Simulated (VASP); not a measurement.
# ZnSe (F-43m) in VASP: further runs

Runs on ZnSe. Level: BHLYP. Tasks: single point.

Program: VASP 6.6.1. These are calculated values, not measurements. Logs are shortened: lines on timing, memory, paths and dates and some standing lists are left out, and cuts for length are marked.

## (1) The cell of the first run

Symmetry: F-43m, No. 216, cubic system. The conventional cell has a = 5.668 Å, b = 5.668 Å, c = 5.668 Å, α = 90.00°, β = 90.00°, γ = 90.00°. Within 3.2 Å of Se (site symmetry -43m) lie 4 Zn at 2.45 Å. Zn (site symmetry -43m) has 4 Se at 2.45 Å within 3.2 Å.

## (2) Single point, BHLYP

POSCAR reads:

```
ZnSe
1.0
    0.0000000000      2.8338000000      2.8338000000
    2.8338000000      0.0000000000      2.8338000000
    2.8338000000      2.8338000000      0.0000000000
Se Zn
1 1
Direct
    0.7500000000      0.7500000000      0.7500000000
    0.0000000000      0.0000000000      0.0000000000
```

INCAR.step1 reads:

```
SYSTEM = ZnSe
ALGO = Normal ; EDIFF = 1E-5
ENCUT = 520 ; GGA = PE
ISIF = 2 ; ISMEAR = -1
LASPH = .TRUE. ; LCHARG = .FALSE.
LREAL = .FALSE. ; LWAVE = .TRUE.
NBANDS = 16 ; NELM = 80
PREC = Accurate ; SIGMA = 0.05
```

INCAR.step2 reads:

```
SYSTEM = ZnSe
AEXX = 0.5 ; AGGAC = 1.0
AGGAX = 0.5 ; ALDAC = 0.0
ALDAX = 0.5 ; ALGO = Normal
EDIFF = 1E-6 ; ENCUT = 520
GGA = B5 ; ISIF = 2
ISMEAR = -1 ; ISTART = 1
LASPH = .TRUE. ; LCHARG = .FALSE.
LHFCALC = .TRUE. ; LREAL = .FALSE.
LWAVE = .FALSE. ; NBANDS = 16
NELM = 80 ; PREC = Accurate
PRECFOCK = Normal ; SIGMA = 0.05
```

KPOINTS reads:

```
k-points
0
G
  4 4 4
  0 0 0
```

Potentials or basis: VASP PAW PBE potentials, release 64 (Se, Zn).

Run with:

```bash
> cat potpaw_PBE.64/Se/POTCAR potpaw_PBE.64/Zn/POTCAR > POTCAR
> cp INCAR.step1 INCAR
> mpirun -np 1 vasp_std > vasp.out
> cp INCAR.step2 INCAR
> mpirun -np 1 vasp_std > vasp.out
```

OUTCAR:

```text
SYSTEM = ZnSe
   AEXX = 0.5
   EDIFF = 1E-6
   ENCUT = 520
   GGA = B5
   ISIF = 2
   ISMEAR = -1
   ISTART = 1
   LASPH = .TRUE.
   LHFCALC = .TRUE.
   LREAL = .FALSE.
   NELM = 80
   PREC = Accurate
   PRECFOCK = Normal

 ion  position               nearest neighbor table
   1  0.750  0.750  0.750-   2 2.45   2 2.45   2 2.45   2 2.45
   2  0.000  0.000  0.000-   1 2.45   1 2.45   1 2.45   1 2.45

  LATTYP: Found a face centered cubic cell.
 ALAT       =     5.6676000000

  Lattice vectors:

 A1 = (   0.0000000000,   2.8338000000,   2.8338000000)
 A2 = (   2.8338000000,   0.0000000000,   2.8338000000)
 A3 = (   2.8338000000,   2.8338000000,   0.0000000000)

Analysis of symmetry for initial positions (statically):
=====================================================================
 Subroutine PRICEL returns:
 Original cell was already a primitive cell.

 Routine SETGRP: Setting up the symmetry group for a
 face centered cubic supercell.

 Subroutine GETGRP returns: Found 24 space group operations
 (whereof 24 operations were pure point group operations)
 out of a pool of 48 trial point group operations.

The static configuration has the point symmetry T_d .

Analysis of symmetry for dynamics (positions and initial velocities):
=====================================================================
 Subroutine PRICEL returns:
 Original cell was already a primitive cell.

 Routine SETGRP: Setting up the symmetry group for a
 face centered cubic supercell.

 Subroutine GETGRP returns: Found 24 space group operations
 (whereof 24 operations were pure point group operations)
 out of a pool of 48 trial point group operations.

The dynamic configuration has the point symmetry T_d .

 Subroutine INISYM returns: Found 24 space group operations
 (whereof 24 operations are pure point group operations),
 and found     1 'primitive' translations

----------------------------------------------------------------------------------------

                                     Primitive cell

  volume of cell :      45.5132

  direct lattice vectors                    reciprocal lattice vectors
     0.000000000  2.833800000  2.833800000    -0.176441527  0.176441527  0.176441527
     2.833800000  0.000000000  2.833800000     0.176441527 -0.176441527  0.176441527
     2.833800000  2.833800000  0.000000000     0.176441527  0.176441527 -0.176441527

  length of vectors
     4.007598393  4.007598393  4.007598393     0.305605690  0.305605690  0.305605690

  position of ions in fractional coordinates (direct lattice)
     0.750000000  0.750000000  0.750000000
     0.000000000  0.000000000  0.000000000

  ion indices of the primitive-cell ions
   primitive index   ion index
                 1           1
                 2           2

----------------------------------------------------------------------------------------

 KPOINTS: k-points

Automatic generation of k-mesh.
 Grid dimensions read from file:
 generate k-points for:    4    4    4

 Generating k-lattice:

  Cartesian coordinates                     Fractional coordinates (reciprocal lattice)
    -0.044110382  0.044110382  0.044110382     0.250000000  0.000000000  0.000000000
     0.044110382 -0.044110382  0.044110382     0.000000000  0.250000000  0.000000000
     0.044110382  0.044110382 -0.044110382     0.000000000  0.000000000  0.250000000

  Length of vectors
     0.076401422  0.076401422  0.076401422

  Shift w.r.t. Gamma in fractional coordinates (k-lattice)
     0.000000000  0.000000000  0.000000000

 Subroutine IBZKPT returns following result:
 ===========================================

 Found      8 irreducible k-points:

 Following reciprocal coordinates:
            Coordinates               Weight
  0.000000  0.000000  0.000000      1.000000
  0.250000  0.000000  0.000000      8.000000
  0.500000  0.000000  0.000000      4.000000
  0.250000  0.250000  0.000000      6.000000
  0.500000  0.250000  0.000000     24.000000
 -0.250000  0.250000  0.000000     12.000000
  0.500000  0.500000  0.000000      3.000000
 -0.250000  0.500000  0.250000      6.000000
   k-points           NKPTS =      8   k-points in BZ     NKDIM =     64   number of bands    NBANDS=     16
   number of dos      NEDOS =    301   number of ions     NIONS =      2
   total plane-waves  NPLWV =  27000
   dimension x,y,z NGX =    30 NGY =   30 NGZ =   30
   dimension x,y,z NGXF=    60 NGYF=   60 NGZF=   60
   ions per type =               1   1
   NGX,Y,Z   is equivalent  to a cutoff of  12.44, 12.44, 12.44 a.u.
   NGXF,Y,Z  is equivalent  to a cutoff of  24.89, 24.89, 24.89 a.u.
 SYSTEM =  ZnSe
   PREC   = accura    normal or accurate (medium, high low for compatibility)
   ISTART =      1    job   : 0-new  1-cont  2-samecut
   ICHARG =      0    charge: 1-file 2-atom 10-const
   ISPIN  =      1    spin polarized calculation?
   LNONCOLLINEAR =      F non collinear calculations
   LSORBIT =      F    spin-orbit coupling
   LASPH  =      T    aspherical Exc in radial PAW
   ENCUT  =  520.0 eV  38.22 Ry    6.18 a.u.   7.45  7.45  7.45*2*pi/ulx,y,z
   NELM   =     80;   NELMIN=  2; NELMDL=  0     # of ELM steps
   EDIFF  = 0.1E-05   stopping-criterion for ELM
   LREAL  =      F    real-space projection
   EDIFFG = 0.1E-04   stopping-criterion for IOM
   NSW    =      0    number of steps for IOM
   IBRION =     -1    ionic relax: 0-MD 1-quasi-New 2-CG
   NFREE  =      0    steps in history (QN), initial steepest desc. (CG)
   ISIF   =      2    stress and relaxation
   ISYM   =      3    0-nonsym 1-usesym 2-fastsym
   POTIM  = 0.5000    time-step for ionic-motion
   TEBEG  =    0.0;   TEEND  =   0.0 temperature during run
   PSTRESS=    0.0 pullay stress
   NELECT =      18.0000    total number of electrons
   NUPDOWN=      -1.0000    fix difference up-down
   EMIN   =  10.00;   EMAX   =-10.00  energy-range for DOS
   EFERMI =   0.00;   METHOD = LEGACY
   ISMEAR =    -1;   SIGMA  =   0.05  broadening in eV -4-tet -1-fermi 0-gaus
   EFERMI_NEDOS =   21; number of points for ismear=-14 and -15
   IALGO  =     38    algorithm
   IMIX   =      1    mixing-type and parameters
     AMIX     =   0.40;   BMIX     =  1.00
     AMIX_MAG =   1.60;   BMIX_MAG =  1.00
  volume/ion in A,a.u.               =      22.76       153.57
  Fermi-wavevector in a.u.,A,eV,Ry     =   1.201673  2.270834 19.647073  1.444019
  Thomas-Fermi vector in A             =   2.337476
   LORBIT       =      0    0 simple, 1 ext, 2 COOP (PROOUT), +10 PAW based schemes
   GGA     = B5    functional components
   LHFCALC =     T    Hartree Fock is set to
   PRECFOCK=normal    Normal, Fast or Accurate (Low or Medium for compatibility)
   ENCUT4O =  -1.0   cutoff for four orbital integrals eV
   NKREDX  =     1    reduce k-point grid by
   NKREDY  =     1    reduce k-point grid by
   NKREDZ  =     1    reduce k-point grid by
   AEXX    =    0.5000 exact exchange contribution
   HFSCREEN=    0.0000 screening length (either q_TF or 0.3 A-1)
   HFSCREENC=   0.0000 screening length for correlation (either q_TF or 0.3 A-1)
   ENCUTFOCK=  -1.0 apply spherical cutoff to Coloumb kernel
   IVDW    =     0    specifies the selected vdW correction
   LEPSILON=     F    determine dielectric tensor
   LRPA    =     F    only Hartree local field effects (RPA)
 non-spin polarized calculation
  energy-cutoff  :      520.00
  volume of cell :       45.51
 maximum number of plane-waves:      1243
 NGX is ok and might be reduce to    30
  NGX = 24; NGY = 24; NGZ = 24

 number of electron      18.0000012 magnetization

 Free energy of the ion-electron system (eV)
  ---------------------------------------------------
  ext. energy  EPLUGINS =         0.00000000
  ---------------------------------------------------
  free energy    TOTEN  =        -9.11834450 eV

  energy without entropy =       -9.11834450  energy(sigma->0) =       -9.11834450

 E-fermi :   1.0434     XC(G=0):  -4.8952

 val. band max:       -0.1110808739   @ k =   0.0000   0.0000   0.0000
 cond. band min:       4.9517362365   @ k =   0.0000   0.0000   0.0000
 fundamental gap:      5.0628171104
 Fermi energy:         1.0433975986

 k-point     1 :       0.0000    0.0000    0.0000
  band No.  band energies     occupation
      1     -15.6639      2.00000
      2     -10.1831      2.00000
      3     -10.1831      2.00000
      4     -10.1831      2.00000
      5      -9.8829      2.00000
      6      -9.8829      2.00000
[... 8 lines left out ...]
     15      15.5501      0.00000
     16      15.5501      0.00000

 k-point     2 :       0.2500    0.0000    0.0000
  band No.  band energies     occupation
      1     -15.2443      2.00000
      2     -10.1418      2.00000
      3     -10.1418      2.00000
      4     -10.0408      2.00000
      5      -9.8841      2.00000
      6      -9.8841      2.00000
[... 8 lines left out ...]
     15      14.3965      0.00000
     16      14.6862      0.00000

 k-point     3 :       0.5000    0.0000    0.0000
  band No.  band energies     occupation
      1     -14.7641      2.00000
      2     -10.1101      2.00000
      3     -10.1100      2.00000
      4      -9.8739      2.00000
      5      -9.8739      2.00000
      6      -9.6617      2.00000
[... 8 lines left out ...]
     15      17.4941      0.00000
     16      17.4942      0.00000

 k-point     4 :       0.2500    0.2500    0.0000
  band No.  band energies     occupation
      1     -15.1045      2.00000
      2     -10.0949      2.00000
      3     -10.0949      2.00000
      4     -10.0771      2.00000
      5      -9.8921      2.00000
      6      -9.8654      2.00000
[... 8 lines left out ...]
     15      16.5176      0.00000
     16      18.2800      0.00000

 k-point     5 :       0.5000    0.2500    0.0000
  band No.  band energies     occupation
      1     -14.6252      2.00000
      2     -10.0778      2.00000
      3     -10.0497      2.00000
      4      -9.9411      2.00000
      5      -9.8653      2.00000
      6      -9.6317      2.00000
[... 8 lines left out ...]
     15      17.6541      0.00000
     16      18.4740      0.00000

 k-point     6 :      -0.2500    0.2500    0.0000
  band No.  band energies     occupation
      1     -14.7847      2.00000
      2     -10.0920      2.00000
      3     -10.0900      2.00000
      4      -9.9047      2.00000
      5      -9.8939      2.00000
      6      -9.7433      2.00000
[... 8 lines left out ...]
     15      16.3698      0.00000
     16      18.5348      0.00000

 k-point     7 :       0.5000    0.5000    0.0000
  band No.  band energies     occupation
      1     -14.4680      2.00000
      2     -10.0289      2.00000
      3      -9.9932      2.00000
      4      -9.9932      2.00000
      5      -9.8476      2.00000
      6      -9.5840      2.00000
[... 8 lines left out ...]
     15      18.3024      0.00000
     16      18.7602      0.00000

 k-point     8 :      -0.2500    0.5000    0.2500
  band No.  band energies     occupation
      1     -14.4659      2.00000
      2     -10.0423      2.00000
      3     -10.0400      2.00000
      4      -9.9223      2.00000
      5      -9.8861      2.00000
      6      -9.4848      2.00000
[... 8 lines left out ...]
     15      18.3172      0.00000
     16      18.3677      0.00000

------------------------ aborting loop because EDIFF is reached ----------------------------------------

  FORCE on cell =-STRESS in cart. coord.  units (eV):
  Direction    XX          YY          ZZ          XY          YZ          ZX
  --------------------------------------------------------------------------------------
  -------------------------------------------------------------------------------------
  Total        0.8235751      0.8235751      0.8235751     -0.0000000      0.0000000      0.0000000
  in kB       28.9918674     28.9918674     28.9918674     -0.0000000      0.0000000      0.0000000
  external PRESSURE =      28.9918674 kB  Pullay stress =       0.0000000 kB

 VOLUME and BASIS-vectors are now :
 -----------------------------------------------------------------------------
  energy-cutoff  :      520.00
  volume of cell :       45.51
      direct lattice vectors                 reciprocal lattice vectors
     0.000000000  2.833800000  2.833800000    -0.176441527  0.176441527  0.176441527
     2.833800000  0.000000000  2.833800000     0.176441527 -0.176441527  0.176441527
     2.833800000  2.833800000  0.000000000     0.176441527  0.176441527 -0.176441527

 POSITION                                       TOTAL-FORCE (eV/Angst)
 -----------------------------------------------------------------------------------
      4.25070      4.25070      4.25070        -0.000000     -0.000000     -0.000000
      0.00000      0.00000      0.00000         0.000000      0.000000      0.000000
 -----------------------------------------------------------------------------------
    total drift:                               -0.000279     -0.000219     -0.000155

  FREE ENERGIE OF THE ION-ELECTRON SYSTEM (eV)
  ---------------------------------------------------
  free  energy   TOTEN  =        -9.1183445037 eV

  energy  without entropy=       -9.1183445036  energy(sigma->0) =       -9.11834450
```

Wall time 12 min (1 thread of Intel Xeon 8259CL, shared host); peak memory 0.19 GiB.

Results:

* Free energy: -9.1183 eV
* Pressure: 2.9 GPa
* Band gap on the k mesh: 5.06 eV

Caveat: the k points lie up to 0.48 Å⁻¹ apart; the PAW data sets were made with another functional, which shifts forces and pressure a little.

## (3) Single point, BHLYP

This run uses another cell than the first one, of 23.21 Å³/atom.

POSCAR reads:

```
ZnSe
1.0
    0.0000000000      2.8525674344      2.8525674344
    2.8525674344      0.0000000000      2.8525674344
    2.8525674344      2.8525674344      0.0000000000
Se Zn
1 1
Direct
    0.7500000000      0.7500000000      0.7500000000
    0.0000000000      0.0000000000      0.0000000000
```

INCAR.step1 reads:

```
SYSTEM = ZnSe
ALGO     = Normal         ! electronic algorithm
EDIFF    = 1E-5           ! SCF threshold, eV
ENCUT    = 520            ! plane-wave cutoff, eV
GGA      = PE             ! functional
ISIF     = 2              ! what is computed and relaxed
ISMEAR   = -1             ! smearing method
LASPH    = .True.         ! aspherical terms in the spheres
LCHARG   = .False.        ! write CHGCAR
LREAL    = .False.        ! projectors in reciprocal space
LWAVE    = .True.         ! write WAVECAR
NBANDS   = 16             ! bands
NELM     = 60             ! most SCF steps
PREC     = Accurate       ! precision mode
SIGMA    = 0.05           ! smearing width, eV
```

INCAR.step2 reads:

```
SYSTEM = ZnSe
AEXX     = 0.5            ! exact-exchange fraction
AGGAC    = 1.0          
AGGAX    = 0.5          
ALDAC    = 0.0          
ALDAX    = 0.5          
ALGO     = Normal         ! electronic algorithm
EDIFF    = 1E-6           ! SCF threshold, eV
ENCUT    = 520            ! plane-wave cutoff, eV
GGA      = B5             ! functional
ISIF     = 2              ! what is computed and relaxed
ISMEAR   = -1             ! smearing method
ISTART   = 1            
LASPH    = .True.         ! aspherical terms in the spheres
LCHARG   = .False.        ! write CHGCAR
LHFCALC  = .True.         ! exact exchange
LREAL    = .False.        ! projectors in reciprocal space
LWAVE    = .False.        ! write WAVECAR
NBANDS   = 16             ! bands
NELM     = 60             ! most SCF steps
PREC     = Accurate       ! precision mode
PRECFOCK = Normal       
SIGMA    = 0.05           ! smearing width, eV
```

KPOINTS reads:

```
k-points
0
Gamma
  4 4 4
  0 0 0
```

Potentials or basis: VASP PAW PBE potentials, release 64 (Se, Zn).

Run with:

```bash
> cat potpaw_PBE.64/Se/POTCAR potpaw_PBE.64/Zn/POTCAR > POTCAR
> cp INCAR.step1 INCAR
> mpirun -np 1 vasp_std > vasp.out
> cp INCAR.step2 INCAR
> mpirun -np 1 vasp_std > vasp.out
```

Run time: 11 min. Hardware: 1 thread of Intel Xeon 8259CL, shared host; peak memory 0.19 GiB.

Results (log left out):

```yaml
Free_energy: -9.1312 eV
Pressure: 1.5 GPa
Band_gap_on_the_k_mesh: 4.95 eV
```

Levels at points of the mesh, in eV from the valence-band top:
| k point | band 6 | band 7 | band 8 | band 9 | band 10 | band 11 | band 12 | band 13 |
| --- | --- | --- | --- | --- | --- | --- | --- | --- |
| (0.00, 0.00, 0.00) | -9.74 | 0.00 | 0.00 | 0.00 | 4.95 | 9.69 | 9.69 | 9.69 |
| (0.50, 0.00, 0.00) | -9.53 | -5.72 | -0.92 | -0.92 | 6.25 | 10.23 | 10.23 | 12.49 |
| (0.50, 0.50, 0.00) | -9.46 | -5.38 | -2.34 | -2.34 | 6.42 | 7.11 | 15.02 | 15.76 |

Caveat: the k points lie up to 0.48 Å⁻¹ apart; the PAW data sets were made with another functional, which shifts forces and pressure a little.

[end of part 1 of 2]
